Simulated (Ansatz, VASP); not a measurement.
# Au: VASP beside Ansatz

```
CELL_PARAMETERS angstrom
2.90000 0.00000 0.00000
-1.45000 2.51147 0.00000
0.00000 0.00000 4.88000
ATOMIC_POSITIONS crystal
Au 0.33333 0.66667 0.75000
Au 0.66667 0.33333 0.25000
```

Alike in both runs: task relaxation of cell and atoms; functional PBE; k mesh 18 × 18 × 10; occupations gaussian, width 0.1 eV; no spin polarisation.

|  | VASP | Ansatz |
| --- | --- | --- |
| version | VASP 6.6.1 | Ansatz 0.2.0 |
| potentials or method | VASP PAW PBE potentials, release 64 (Au), cutoff 600 eV | scalar-relativistic, plane waves, PAW |
| valence electrons in the cell | 22 | 38 |

Ansatz gave:

```
gap on the k mesh at the Fermi level, each at its own relaxed structure (eV) : none
relaxed volume (Å³/atom)                                                     : 18.02
relaxed cell length with the largest relative difference (Å)                 : 4.890
```

Question: What did VASP give for the same quantities?

Answer: gap on the k mesh at the Fermi level, each at its own relaxed structure (eV): none; relaxed volume (Å³/atom): 18.00; relaxed cell length with the largest relative difference (Å): 4.887.

A gap of «none» marks a metal or a gap that the smearing closes. VASP's potentials hold 22 valence electrons a cell and Ansatz's 38, so a difference there can come from the potentials and not from the codes.

Neither program's run includes spin-orbit coupling.
